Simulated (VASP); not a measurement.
Crystal: Hf.

```xyz
2
Lattice="3.1967 0.0000 0.0000 -1.5983 2.7684 0.0000 0.0000 0.0000 5.0578" Properties=species:S:1:pos:R:3 pbc="T T T"
Hf    0.0000    1.8456    1.2645
Hf    1.5984    0.9228    3.7934
```

| Property | Result |
| --- | --- |
| Program | VASP 6.6.1 |
| Task | relaxation of cell and atoms |
| Functional | PBEsol |
| Potentials or basis | VASP PAW PBE potentials, release 64 (Hf_pv) |
| Cutoff | 600 eV |
| k mesh | 15 × 15 × 8 |
| Occupations | gaussian, width 0.1 eV |
| Spin | no spin polarisation |

At the start: pressure -4.1 GPa; volume 22.38 Å³/atom.

Where does the relaxation end?

Over 7 steps the energy falls by 11.2 meV/atom and the volume is 21.54 Å³/atom (-3.8 %); space group P6_3/mmc (No. 194, to 0.05 Å).

The path:
```csv
step,energy change (eV),largest force (eV/Å),pressure (GPa),volume (Å³)
1,0.0000,0.0000,-4.13,44.76
2,0.0115,0.0000,5.78,41.13
3,-0.0224,0.0000,-0.03,43.09
4,-0.0224,0.0000,0.05,43.06
5,-0.0224,0.0000,-0.04,43.09
6,-0.0224,0.0000,-0.03,43.09
7,-0.0224,0.0000,0.00,43.08
```

Final structure:
```xyz
2
Lattice="3.1580 0.0000 0.0000 -1.5790 2.7349 0.0000 0.0000 0.0000 4.9876" Properties=species:S:1:pos:R:3 pbc="T T T"
Hf    0.0000    1.8233    1.2469
Hf    1.5790    0.9116    3.7407
```

Caveat: the PAW data sets were made with another functional, which shifts forces and pressure a little.
